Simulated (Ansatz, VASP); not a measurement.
Ba2C in VASP and in Ansatz

Contents of INCAR:

```
  PREC = Accurate
  ENCUT = 600
  EDIFF = 1E-6
  ISMEAR = 0
  SIGMA = 0.05
  LREAL = F
  LASPH = T
  NELM = 120
  ALGO = Normal
  ISIF = 2
  LWAVE = F
  LCHARG = F
  GGA = PE
  NBANDS = 19
  GGA_COMPAT = F
```

File KPOINTS:

```
Automatic mesh
0
Gamma
  4 4 4
```

Contents of POSCAR:

```
Ba2C
1.0
    0.0000000000      3.5588750376      3.5588750376
    3.5588750376      0.0000000000      3.5588750376
    3.5588750376      3.5588750376      0.0000000000
C Ba
1 2
Direct
    0.0000000000      0.0000000000      0.0000000000
    0.2500000000      0.2500000000      0.2500000000
    0.7500000000      0.7500000000      0.7500000000
```

Input for Ansatz:

```yaml
crystal:
  lattice:
    - [0.0, 3.5588750376, 3.5588750376]
    - [3.5588750376, 0.0, 3.5588750376]
    - [3.5588750376, 3.5588750376, 0.0]
  atoms:
    - { symbol: C, position: [0.0, 0.0, 0.0] }
    - { symbol: Ba, position: [0.25, 0.25, 0.25] }
    - { symbol: Ba, position: [0.75, 0.75, 0.75] }
basis:
  ecutwfc: 420
kpoints:
  mp_grid: { grid: [4, 4, 4] }
hamiltonian:
  xc: pbe
scf:
  occupations: { method: gaussian, width: 0.05 }
output:
  forces: true
  stress: true
  eigenvalues: true
```

Alike in both runs: task single point; functional PBE; k mesh 4 × 4 × 4; occupations gaussian, width 0.05 eV; no spin polarisation.

```csv
,VASP,Ansatz
version,VASP 6.6.1,Ansatz 0.2.0
potentials or method,"VASP PAW PBE potentials, release 64 (C, Ba_sv), cutoff 600 eV","scalar-relativistic, plane waves, PAW"
valence electrons in the cell,24,24
```

Ansatz gave:

* gap on the k mesh at the Fermi level (eV): none
* pressure (GPa): -0.8

Task: Which values does VASP return?

Result: gap on the k mesh at the Fermi level (eV): none; pressure (GPa): 0.3.

A gap of «none» marks a metal or a gap that the smearing closes.

The k mesh is coarse, so the values compare programs but aren't converged. Spin-orbit coupling is off throughout.
